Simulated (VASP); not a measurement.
Crystal: NaAgPtC6N6.

```
CELL_PARAMETERS angstrom
0.00000 5.19950 5.19950
5.19950 0.00000 5.19950
5.19950 5.19950 0.00000
ATOMIC_POSITIONS crystal
Na 0.75000 0.75000 0.75000
Ag 0.00000 0.00000 0.00000
Pt 0.50000 0.50000 0.50000
C 0.80556 0.19444 0.19444
C 0.19444 0.19444 0.80556
C 0.80556 0.19444 0.80556
C 0.19444 0.80556 0.80556
C 0.80556 0.80556 0.19444
C 0.19444 0.80556 0.19444
N 0.69305 0.30695 0.30695
N 0.30695 0.30695 0.69305
N 0.69305 0.30695 0.69305
N 0.30695 0.69305 0.69305
N 0.69305 0.69305 0.30695
N 0.30695 0.69305 0.30695
```

```yaml
Program: VASP 6.6.1
Task: relaxation of cell and atoms
Functional: PBE
Potentials_or_basis: VASP PAW PBE potentials, release 64 (Na_pv, Ag, Pt, C, N)
Cutoff: 600 eV
k_mesh: 4 × 4 × 4
Occupations: gaussian, width 0.1 eV
Spin: no spin polarisation
```

At the start: pressure 13.6 GPa; volume 18.74 Å³/atom.

How do energy, volume and symmetry change on relaxing?

Over 28 steps the energy falls by 231.9 meV/atom and the volume is 23.60 Å³/atom (+25.9 %); space group F-43m (No. 216, to 0.1 Å) before and after.

The path:
| step | energy change (eV) | largest force (eV/Å) | pressure (GPa) | volume (Å³) |
| --- | --- | --- | --- | --- |
| 1 | 0.0000 | 2.5586 | 13.61 | 281.13 |
| 2 | -1.9380 | 7.0527 | 4.12 | 351.00 |
| 3 | -2.2768 | 4.9595 | 5.53 | 327.65 |
| 4 | -2.0447 | 5.1675 | -6.95 | 363.96 |
| 5 | -2.8557 | 1.0781 | -1.00 | 343.26 |
| 6 | -2.8561 | 0.9878 | -0.86 | 342.88 |
| 7 | -2.9282 | 0.8771 | -0.93 | 344.16 |
| 8 | -3.1131 | 0.5745 | -1.09 | 348.01 |
| 9 | -3.3550 | 0.6589 | -1.08 | 355.79 |
| 10 | -3.3630 | 0.7569 | 0.02 | 371.71 |
| 11 | -3.4391 | 0.6105 | -0.69 | 363.70 |
| 12 | -3.1606 | 3.3088 | -2.81 | 361.88 |
| 13 | -3.4508 | 0.1923 | -1.09 | 363.40 |
| 14 | -3.4683 | 0.1857 | 0.13 | 357.01 |
| 15 | -3.4698 | 0.1047 | -0.14 | 358.39 |
| 16 | -3.4707 | 0.2542 | -0.27 | 357.51 |
| 17 | -3.4708 | 0.2050 | -0.24 | 357.69 |
| 18 | -3.4713 | 0.1991 | -0.22 | 357.46 |
| 19 | -3.4726 | 0.1780 | -0.14 | 356.78 |
| 20 | -3.4745 | 0.1393 | 0.00 | 355.43 |
| 21 | -3.4752 | 0.0734 | 0.31 | 352.73 |
| 22 | -3.4754 | 0.0861 | 0.21 | 353.62 |
| 23 | -3.4760 | 0.0604 | 0.20 | 353.65 |
| 24 | -3.4774 | 0.0886 | 0.17 | 353.74 |
| 25 | -3.4779 | 0.1604 | 0.11 | 353.91 |
| 26 | -3.4781 | 0.1295 | 0.13 | 353.85 |
| 27 | -3.4785 | 0.0441 | 0.03 | 353.95 |
| 28 | -3.4785 | 0.0034 | -0.02 | 353.99 |

Final structure:
```
Na Ag Pt C N
1.0
     0.00000    5.61464    5.61464
     5.61464    0.00000    5.61464
     5.61464    5.61464    0.00000
Na Ag Pt C N
1 1 1 6 6
Cartesian
  8.4220 8.4220 8.4220
  0.0000 0.0000 0.0000
  5.6146 5.6146 5.6146
  2.4309 5.6146 5.6146
  5.6146 5.6146 2.4309
  5.6146 8.7984 5.6146
  8.7984 5.6146 5.6146
  5.6146 5.6146 8.7984
  5.6146 2.4309 5.6146
  3.6089 5.6146 5.6146
  5.6146 5.6146 3.6089
  5.6146 7.6204 5.6146
  7.6204 5.6146 5.6146
  5.6146 5.6146 7.6204
  5.6146 3.6089 5.6146
```

Caveat: the volume moved by over 15 % at a fixed basis, so the end points are rough.
